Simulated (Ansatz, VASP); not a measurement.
**TiO2: VASP beside Ansatz**

Contents of INCAR:

```
SYSTEM = TiO2
ALGO = Normal
EDIFF = 1E-8
ENCUT = 520
GGA = PE
ISIF = 2
ISMEAR = -1
LASPH = .True.
LCHARG = .False.
LEFG = .True.
LREAL = .False.
LWAVE = .False.
NBANDS = 60
NELM = 100
PREC = Accurate
SIGMA = 0.02
```

Contents of KPOINTS:

```
k-points
0
Gamma
  5 5 5
  0 0 0
```

File POSCAR:

```
TiO2
1.0
    4.5890000000      0.0000000000      0.0000000000
    0.0000000000      4.8490000000      0.0000000000
   -0.7081993865      0.0000000000      4.6827502206
Ti O
4 8
Direct
    0.3090000000      0.0450000000      0.2180000000
    0.6910000000      0.5450000000      0.2820000000
    0.6910000000      0.9550000000      0.7820000000
    0.3090000000      0.4550000000      0.7180000000
    0.0560000000      0.3470000000      0.2820000000
    0.9440000000      0.8470000000      0.2180000000
    0.9440000000      0.6530000000      0.7180000000
    0.0560000000      0.1530000000      0.7820000000
    0.4250000000      0.7270000000      0.4630000000
    0.5750000000      0.2270000000      0.0370000000
    0.5750000000      0.2730000000      0.5370000000
    0.4250000000      0.7730000000      0.9630000000
```

Input for Ansatz:

```yaml
crystal:
  lattice:
    - [4.589, 0.0, 0.0]
    - [0.0, 4.849, 0.0]
    - [-0.7081993865, 0.0, 4.6827502206]
  atoms:
    - { symbol: Ti, position: [0.309, 0.045, 0.218] }
    - { symbol: Ti, position: [0.691, 0.545, 0.282] }
    - { symbol: Ti, position: [0.691, 0.955, 0.782] }
    - { symbol: Ti, position: [0.309, 0.455, 0.718] }
    - { symbol: O, position: [0.056, 0.347, 0.282] }
    - { symbol: O, position: [0.944, 0.847, 0.218] }
    - { symbol: O, position: [0.944, 0.653, 0.718] }
    - { symbol: O, position: [0.056, 0.153, 0.782] }
    - { symbol: O, position: [0.425, 0.727, 0.463] }
    - { symbol: O, position: [0.575, 0.227, 0.037] }
    - { symbol: O, position: [0.575, 0.273, 0.537] }
    - { symbol: O, position: [0.425, 0.773, 0.963] }
kpoints:
  mp_grid: { grid: [5, 5, 5] }
scf:
  occupations: { method: fermi_dirac, width: 0.02 }
hamiltonian:
  xc: pbe
  pseudopotentials: { kind: paw }
output:
  forces: true
  stress: true
  populations: true
  efg:
    quadrupole_moments_barn: { Ti: 0.247, O: -0.02558 }
    contact_densities: true
```

Alike in both runs: task electric field gradients; functional PBE; k mesh 5 × 5 × 5; occupations fermi-dirac, width 0.02 eV; no spin polarisation.

|  | VASP | Ansatz |
| --- | --- | --- |
| version | VASP 6.6.1 | Ansatz 0.2.0 |
| potentials or method | VASP PAW PBE potentials, release 64 (Ti_sv, O) | plane-wave PAW, scalar-relativistic |
| plane-wave cutoff (eV) | 520 | 420 |
| valence electrons in the cell | 96 | 96 |

Ansatz gave:

```
gap on the k mesh at the Fermi level (eV)            : 1.25
rms of the force components (eV/Å)                   : 2.420
size of Vzz on the site where it differs most (V/Å²) : 81.9
```

Estimate VASP's values.

gap on the k mesh at the Fermi level (eV): 1.23; rms of the force components (eV/Å): 2.439; size of Vzz on the site where it differs most (V/Å²): 79.0.

Atom by atom the forces differ by 0.030 eV/Å (rms over components).
